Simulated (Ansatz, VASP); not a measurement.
Two plane-wave programs on MgS

Contents of INCAR:

```
SYSTEM = MgS
PREC     = Accurate       ! precision mode
ENCUT    = 600            ! plane-wave cutoff, eV
EDIFF    = 1E-6           ! SCF threshold, eV
ISMEAR   = 0              ! smearing method
SIGMA    = 0.01           ! smearing width, eV
LREAL    = .False.        ! projectors in reciprocal space
LASPH    = .True.         ! aspherical terms in the spheres
NELM     = 120            ! most SCF steps
ALGO     = Normal         ! electronic algorithm
ISIF     = 2              ! what is computed and relaxed
LWAVE    = .False.        ! write WAVECAR
LCHARG   = .True.         ! write CHGCAR
LELF     = .True.         ! ELF
LVHAR    = .True.       
NBANDS   = 11             ! bands
GGA_COMPAT= .False.
```

Contents of KPOINTS:

```
regular mesh
0
Gamma
  6 6 6
  0 0 0
```

The input POSCAR:

```
MgS
1.0
    0.0000000000      2.5908405861      2.5518083098
    2.5908405861      0.0000000000      2.5518083098
    2.5908405861      2.5908405861      0.0000000000
Mg S
1 1
Direct
    0.0000000000      0.0000000000      0.0000000000
    0.5000000000      0.5000000000      0.5000000000
```

Input for Ansatz:

```yaml
crystal:
  lattice:
    - [0.0, 2.5908405866, 2.5518083047]
    - [2.5908405866, 0.0, 2.5518083047]
    - [2.5908405866, 2.5908405866, 0.0]
  atoms:
    - { symbol: Mg, position: [0.0, 0.0, 0.0] }
    - { symbol: S, position: [0.5, 0.5, 0.5] }
basis:
  ecutwfc: 420
kpoints:
  mp_grid: { grid: [6, 6, 6] }
  band_path:
    path:
      - [0.0, 0.0, 0.0]
      - [0.0, 0.0, 0.0]
      - [0.5, 0.5, 0.0]
      - [0.0, 0.5, 0.5]
      - [0.5, 0.5, 0.5]
      - [0.0, 0.0, 0.5]
      - [0.5, 0.5, 0.5]
      - [0.0, 0.0, 0.5]
    npoints: 1
hamiltonian:
  xc: lda
  pseudopotentials: { kind: paw, azcp: { folder: soft_1 } }
scf:
  occupations: { method: fixed }
  n_extra_bands: 5
output:
  forces: true
  stress: true
  eigenvalues: true
```

Alike in both runs: task single point; functional LDA; k mesh 6 × 6 × 6; no spin polarisation.

|  | VASP | Ansatz |
| --- | --- | --- |
| version | VASP 6.6.1 | Ansatz 0.2.0 |
| potentials or method | VASP PAW LDA potentials, release 64 (Mg, S), cutoff 600 eV | scalar-relativistic, plane waves, PAW |
| occupations | gaussian, width 0.01 eV | fixed |
| valence electrons in the cell | 8 | 16 |

```tsv
	VASP	Ansatz	Ansatz less VASP
gap on the k mesh at the Fermi level (eV)	2.54	2.54	+0.002
least direct gap on the mesh (eV)	3.69	3.68	-0.012
pressure (GPa)	-1.7	-1.1	+0.59
traceless stress, the component that is largest in VASP (GPa)	1.15	1.15	-0.004
```

Ansatz warns that its potentials were made for another functional, while VASP's fit it. LDA's correlation is that of Perdew and Zunger in VASP and of Perdew and Wang (1992) in Ansatz. VASP's potentials hold 8 valence electrons a cell and Ansatz's 16, so a difference there can come from the potentials and not from the codes.
